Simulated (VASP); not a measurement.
# SnO2 (P1) in VASP: further runs

Runs on SnO2. Level: PBEsol. Tasks: single point.

Everything below comes from runs of VASP 6.6.1. Logs are shortened: lines on timing, memory, paths and dates and some standing lists are left out, and cuts for length are marked.

## Step 1: The cell of the first run

The typed cell holds 24 atoms: a = 6.916 Å, b = 6.916 Å, c = 6.579 Å, α = 90.00°, β = 90.00°, γ = 90.00°.

## Step 2: Single point, PBEsol

Input file INCAR:

```
SYSTEM = SnO2
PREC = Accurate
ENCUT = 520
EDIFF = 1E-7
ISMEAR = -1
SIGMA = 0.17
LREAL = Auto
LASPH = .TRUE.
NELM = 80
ALGO = Normal
ISIF = 2
LWAVE = .FALSE.
LCHARG = .TRUE.
GGA = PS
LELF = .TRUE.
LVHAR = .TRUE.
NBANDS = 122
```

Input file KPOINTS:

```
regular mesh
0
G
  3 3 3
  0 0 0
```

Input file POSCAR:

```
SnO2
1.0
   -4.8902720000     -4.8902720000      0.0000000000
    4.8902720000     -4.8902720000      0.0000000000
    0.0000000000      0.0000000000      6.5785150000
Sn O
8 16
Direct
    0.5223840310      0.4786032352      0.0421067673
    0.0122385830      0.4937455422      0.2726603192
    0.5139386930      0.4486458013      0.5195397442
    0.0092735128      0.4846458438      0.7876701657
    0.0103675215     -0.0172383049      0.0423499832
    0.5077222698     -0.0203874140      0.2958418427
    0.0022902612     -0.0076887339      0.5439373476
    0.5027429967     -0.0370020318      0.7969427751
    0.1957866556      0.5148282141      0.0282890592
    0.0119829735      0.1720763180      0.2852771484
    0.8245144646      0.4684402013      0.0419851593
   -0.0346197512      0.7900378547      0.2916159650
    0.2053362267      0.5149713554      0.5211966530
    0.0064106864      0.1769942449      0.7928081033
    0.8096686646      0.4659250038      0.5410491578
   -0.0089463326      0.7793124800      0.7886886326
    0.7053697627     -0.0287611814      0.0439308871
    0.5276189136      0.6685722185      0.3115900777
    0.3128149109     -0.0679205574      0.0451621681
    0.4880914599      0.2701690213      0.2742412231
    0.6799519536     -0.0225652070      0.5505345811
    0.5292854876      0.6676213511      0.7895854916
    0.2922434580     -0.0041817715      0.5433901116
    0.4828565773      0.2753221089      0.8053489275
```

Potentials or basis: VASP PAW PBE potentials, release 64 (Sn_d, O).

Command:

```
> cat potpaw_PBE.64/Sn_d/POTCAR potpaw_PBE.64/O/POTCAR > POTCAR
> mpirun -np 1 vasp_std > vasp.out
```

OUTCAR:

```text
SYSTEM = SnO2
   PREC = Accurate
   ENCUT = 520
   EDIFF = 1E-7
   ISMEAR = -1
   LREAL = Auto
   LASPH = .TRUE.
   NELM = 80
   ISIF = 2
   GGA = PS

 ion  position               nearest neighbor table
   1  0.522  0.479  0.042-  11 2.09  20 2.11  22 2.11  24 2.12  18 2.21   9 2.27   3 3.15   3 3.44
                             2 3.71   8 3.72
   2  0.012  0.494  0.273-  11 2.00   9 2.05  12 2.08  13 2.12  10 2.23  15 2.26   4 3.19   4 3.39
                             5 3.71   1 3.71
   3  0.514  0.449  0.520-  20 2.04  18 2.05  15 2.05  13 2.18  24 2.24  22 2.34   1 3.15   1 3.44
                             6 3.56
   4  0.009  0.485  0.788-  16 2.04   9 2.05  11 2.11  14 2.13  15 2.13  13 2.23   2 3.19   2 3.39

   5  0.010  0.983  0.042-  10 2.07  17 2.11  19 2.12  14 2.12  12 2.14  16 2.19   7 3.28   7 3.30
                             2 3.71
   6  0.508  0.980  0.296-  20 2.02  21 2.06  17 2.15  19 2.16  18 2.16  23 2.21   8 3.28   8 3.30
                             3 3.56
   7  0.002  0.992  0.544-  23 2.01  14 2.08  10 2.11  16 2.18  12 2.19  21 2.23   5 3.28   5 3.30

   8  0.503  0.963  0.797-  21 2.03  22 2.05  19 2.11  17 2.15  24 2.17  23 2.23   6 3.28   6 3.30
                             1 3.72
   9  0.196  0.515  0.028-   4 2.05   2 2.05   1 2.27
  10  0.012  0.172  0.285-   5 2.07   7 2.11   2 2.23
  11  0.825  0.468  0.042-   2 2.00   1 2.09   4 2.11
  12  0.965  0.790  0.292-   2 2.08   5 2.14   7 2.19
  13  0.205  0.515  0.521-   2 2.12   3 2.18   4 2.23
  14  0.006  0.177  0.793-   7 2.08   5 2.12   4 2.13
[... 8 lines left out ...]
  23  0.292  0.996  0.543-   7 2.01   6 2.21   8 2.23
  24  0.483  0.275  0.805-   1 2.12   8 2.17   3 2.24

  LATTYP: Found a simple tetragonal cell.
 ALAT       =     6.9158889861
 C/A-ratio  =     0.9512175533

  Lattice vectors:

 A1 = (  -4.8902720000,  -4.8902720000,   0.0000000000)
 A2 = (   4.8902720000,  -4.8902720000,   0.0000000000)
 A3 = (   0.0000000000,   0.0000000000,   6.5785150000)

Analysis of symmetry for initial positions (statically):
=====================================================================
 Subroutine PRICEL returns:
 Original cell was already a primitive cell.

 Routine SETGRP: Setting up the symmetry group for a
 simple tetragonal supercell.

 Subroutine GETGRP returns: Found  1 space group operations
 (whereof  1 operations were pure point group operations)
 out of a pool of 16 trial point group operations.

The static configuration has the point symmetry C_1 .

Analysis of symmetry for dynamics (positions and initial velocities):
=====================================================================
 Subroutine PRICEL returns:
 Original cell was already a primitive cell.

 Routine SETGRP: Setting up the symmetry group for a
 simple tetragonal supercell.

 Subroutine GETGRP returns: Found  1 space group operations
 (whereof  1 operations were pure point group operations)
 out of a pool of 16 trial point group operations.

The dynamic configuration has the point symmetry C_1 .

 Subroutine INISYM returns: Found  1 space group operations
 (whereof  1 operations are pure point group operations),
 and found     1 'primitive' translations

----------------------------------------------------------------------------------------

                                     Primitive cell

  volume of cell :     314.6472

  direct lattice vectors                    reciprocal lattice vectors
    -4.890272000 -4.890272000  0.000000000    -0.102243802 -0.102243802  0.000000000
     4.890272000 -4.890272000  0.000000000     0.102243802 -0.102243802  0.000000000
     0.000000000  0.000000000  6.578515000     0.000000000  0.000000000  0.152009990

  length of vectors
     6.915888986  6.915888986  6.578515000     0.144594571  0.144594571  0.152009990

  position of ions in fractional coordinates (direct lattice)
     0.522384031  0.478603235  0.042106767
     0.012238583  0.493745542  0.272660319
     0.513938693  0.448645801  0.519539744
     0.009273513  0.484645844  0.787670166
     0.010367522  0.982761695  0.042349983
     0.507722270  0.979612586  0.295841843
[... 16 lines left out ...]
     0.292243458  0.995818228  0.543390112
     0.482856577  0.275322109  0.805348927

  ion indices of the primitive-cell ions
   primitive index   ion index
                 1           1
                 2           2
                 3           3
                 4           4
                 5           5
                 6           6
[... 16 lines left out ...]
                23          23
                24          24

----------------------------------------------------------------------------------------

 KPOINTS: regular mesh

Automatic generation of k-mesh.
 Grid dimensions read from file:
 generate k-points for:    3    3    3

 Generating k-lattice:

  Cartesian coordinates                     Fractional coordinates (reciprocal lattice)
    -0.034081267 -0.034081267  0.000000000     0.333333333  0.000000000  0.000000000
     0.034081267 -0.034081267  0.000000000     0.000000000  0.333333333  0.000000000
     0.000000000  0.000000000  0.050669997     0.000000000  0.000000000  0.333333333

  Length of vectors
     0.048198190  0.048198190  0.050669997

  Shift w.r.t. Gamma in fractional coordinates (k-lattice)
     0.000000000  0.000000000  0.000000000

 Subroutine IBZKPT returns following result:
 ===========================================

 Found     14 irreducible k-points:

 Following reciprocal coordinates:
            Coordinates               Weight
  0.000000  0.000000  0.000000      1.000000
  0.333333  0.000000  0.000000      2.000000
  0.000000  0.333333  0.000000      2.000000
  0.333333  0.333333  0.000000      2.000000
 -0.333333  0.333333  0.000000      2.000000
  0.000000  0.000000  0.333333      2.000000
  0.333333  0.000000  0.333333      2.000000
  0.000000  0.333333  0.333333      2.000000
 -0.333333  0.000000  0.333333      2.000000
  0.000000 -0.333333  0.333333      2.000000
  0.333333  0.333333  0.333333      2.000000
 -0.333333  0.333333  0.333333      2.000000
 -0.333333 -0.333333  0.333333      2.000000
  0.333333 -0.333333  0.333333      2.000000
   k-points           NKPTS =     14   k-points in BZ     NKDIM =     14   number of bands    NBANDS=    122
   number of dos      NEDOS =    301   number of ions     NIONS =     24
   total plane-waves  NPLWV = 145800
   dimension x,y,z NGX =    54 NGY =   54 NGZ =   50
   dimension x,y,z NGXF=   108 NGYF=  108 NGZF=  100
   ions per type =               8  16
   NGX,Y,Z   is equivalent  to a cutoff of  12.98, 12.98, 12.64 a.u.
   NGXF,Y,Z  is equivalent  to a cutoff of  25.96, 25.96, 25.27 a.u.
 SYSTEM =  SnO2
   PREC   = accura    normal or accurate (medium, high low for compatibility)
   ISTART =      0    job   : 0-new  1-cont  2-samecut
   ICHARG =      2    charge: 1-file 2-atom 10-const
   ISPIN  =      1    spin polarized calculation?
   LNONCOLLINEAR =      F non collinear calculations
   LSORBIT =      F    spin-orbit coupling
   LASPH  =      T    aspherical Exc in radial PAW
   ENCUT  =  520.0 eV  38.22 Ry    6.18 a.u.  12.86 12.86 12.23*2*pi/ulx,y,z
   NELM   =     80;   NELMIN=  2; NELMDL= -5     # of ELM steps
   EDIFF  = 0.1E-06   stopping-criterion for ELM
   LREAL  =      T    real-space projection
   EDIFFG = 0.1E-05   stopping-criterion for IOM
   NSW    =      0    number of steps for IOM
   IBRION =     -1    ionic relax: 0-MD 1-quasi-New 2-CG
   NFREE  =      0    steps in history (QN), initial steepest desc. (CG)
   ISIF   =      2    stress and relaxation
   ISYM   =      2    0-nonsym 1-usesym 2-fastsym
   POTIM  = 0.5000    time-step for ionic-motion
   TEBEG  =    0.0;   TEEND  =   0.0 temperature during run
   PSTRESS=    0.0 pullay stress
   NELECT =     208.0000    total number of electrons
   NUPDOWN=      -1.0000    fix difference up-down
   EMIN   =  10.00;   EMAX   =-10.00  energy-range for DOS
   EFERMI =   0.00;   METHOD = LEGACY
   ISMEAR =    -1;   SIGMA  =   0.17  broadening in eV -4-tet -1-fermi 0-gaus
   EFERMI_NEDOS =   21; number of points for ismear=-14 and -15
   IALGO  =     38    algorithm
   IMIX   =      4    mixing-type and parameters
     AMIX     =   0.40;   BMIX     =  1.00
     AMIX_MAG =   1.60;   BMIX_MAG =  1.00
  volume/ion in A,a.u.               =      13.11        88.47
  Fermi-wavevector in a.u.,A,eV,Ry     =   1.426115  2.694967 27.671595  2.033805
  Thomas-Fermi vector in A             =   2.546427
   LORBIT       =      0    0 simple, 1 ext, 2 COOP (PROOUT), +10 PAW based schemes
   GGA     = PS    functional components
   LHFCALC =     F    Hartree Fock is set to
   AEXX    =    0.0000 exact exchange contribution
   IVDW    =     0    specifies the selected vdW correction
   LEPSILON=     F    determine dielectric tensor
   LRPA    =     F    only Hartree local field effects (RPA)
 non-spin polarized calculation
  energy-cutoff  :      520.00
  volume of cell :      314.65
 maximum number of plane-waves:      8501
 NGX is ok and might be reduce to    54
   NGX = 25   NGY = 25   NGZ = 25

 number of electron     208.0000005 magnetization

 Free energy of the ion-electron system (eV)
  ---------------------------------------------------
  ext. energy  EPLUGINS =         0.00000000
  ---------------------------------------------------
  free energy    TOTEN  =      -156.17146870 eV

  energy without entropy =     -156.10319595  energy(sigma->0) =     -156.13733232

 E-fermi :   5.4382     XC(G=0): -11.0487

 val. band max:        5.2362805619   @ k =   0.0000   0.0000   0.0000
 cond. band min:       6.3772742995   @ k =   0.0000   0.3333   0.0000
 fundamental gap:      1.1409937376
 Fermi energy:         5.4382269220

 k-point     1 :       0.0000    0.0000    0.0000
  band No.  band energies     occupation
      1     -16.1105      2.00000
      2     -15.8952      2.00000
      3     -15.8595      2.00000
      4     -15.7871      2.00000
      5     -15.7514      2.00000
      6     -15.7051      2.00000
[... 108 lines left out ...]
    115      11.5761      0.00000
    116      11.6125      0.00000
[... 1545 lines left out ...]
    115      12.0625      0.00000
    116      12.1330      0.00000
 [bands above 116 left out]

------------------------ aborting loop because EDIFF is reached ----------------------------------------

  FORCE on cell =-STRESS in cart. coord.  units (eV):
  Direction    XX          YY          ZZ          XY          YZ          ZX
  --------------------------------------------------------------------------------------
  -------------------------------------------------------------------------------------
  Total      -18.0288653    -20.1683266    -23.8659807      0.2042023     -0.5513180     -0.2979080
  in kB      -91.8026211   -102.6967150   -121.5250956      1.0397941     -2.8073004     -1.5169413
  external PRESSURE =    -105.3414772 kB  Pullay stress =       0.0000000 kB

 VOLUME and BASIS-vectors are now :
 -----------------------------------------------------------------------------
  energy-cutoff  :      520.00
  volume of cell :      314.65
      direct lattice vectors                 reciprocal lattice vectors
    -4.890272000 -4.890272000  0.000000000    -0.102243802 -0.102243802  0.000000000
     4.890272000 -4.890272000  0.000000000     0.102243802 -0.102243802  0.000000000
     0.000000000  0.000000000  6.578515000     0.000000000  0.000000000  0.152009990

 POSITION                                       TOTAL-FORCE (eV/Angst)
 -----------------------------------------------------------------------------------
     -0.21410     -4.89510      0.27700         1.341261     -0.085241     -1.230180
      2.35470     -2.47440      1.79370        -0.357403      0.006289      2.160106
     -0.31930     -4.70730      3.41780         1.493151     -0.383371      2.972742
      2.32470     -2.41540      5.18170        -0.087075     -0.020513     -1.394344
      4.75527     -4.85667      0.27860        -0.353848      1.020720     -0.110971
      2.30767     -7.27347      1.94620        -1.108849      1.599969     -0.356819
[... 16 lines left out ...]
      3.44067     -6.29897      3.57470        -1.635671     -1.064205     -0.084244
     -1.01490     -3.70770      5.29800        -0.025701     -0.494644     -0.659648
 -----------------------------------------------------------------------------------
    total drift:                                0.044834      0.013305      0.003843

  FREE ENERGIE OF THE ION-ELECTRON SYSTEM (eV)
  ---------------------------------------------------
  free  energy   TOTEN  =      -156.1714686964 eV

  energy  without entropy=     -156.1031959476  energy(sigma->0) =     -156.13733232
```

It took 16 min on 1 thread of Intel Xeon Platinum 8375C at 2.90GHz (Ice Lake), shared host; peak memory 0.56 GiB.

Results:

| Quantity | Value |
| --- | --- |
| Free energy | -156.1715 eV |
| Pressure | -10.5 GPa |
| Largest force | 3.349 eV/Å |
| Band gap on the k mesh | 0.42 eV (least direct gap 0.43 eV) |

Forces on the atoms (eV/Å):
```
Sn   1.341 -0.085 -1.230
Sn  -0.357  0.006  2.160
Sn   1.493 -0.383  2.973
Sn  -0.087 -0.021 -1.394
Sn  -0.354  1.021 -0.111
Sn  -1.109  1.600 -0.357
Sn  -0.135  1.558 -0.389
Sn   0.501  0.036  0.337
O   -1.253 -0.345  0.452
O    0.499 -0.437  0.172
O    0.676  0.917 -0.535
O   -0.112 -0.876  0.179
O   -0.455  0.828  0.496
O   -0.099  0.037  0.177
O   -0.879 -0.376 -0.378
O    1.102 -1.226 -0.132
O    0.946  0.421  0.015
O   -0.265  0.586 -1.471
O    0.506 -0.595  0.289
O    0.548 -0.837 -0.064
O   -0.290 -1.213 -0.491
O   -0.555  0.943  0.045
O   -1.636 -1.064 -0.084
O   -0.026 -0.495 -0.660
```

Stress tensor (GPa, compression positive):
```
 -9.18   0.10  -0.15
  0.10 -10.27  -0.28
 -0.15  -0.28 -12.15
```

Caveat: the cell stands under tension; the smearing spreads over this small gap; the atoms stand as in a frame of molecular dynamics; semilocal functionals underestimate gaps, and a narrow one can read as zero; the PAW data sets were made with another functional, which shifts forces and pressure a little; spin-orbit coupling is left out, which moves the levels of the heavy elements.

[end of part 1 of 2]

The gap in the log of VASP goes by the Fermi energy; the results here count the filled bands.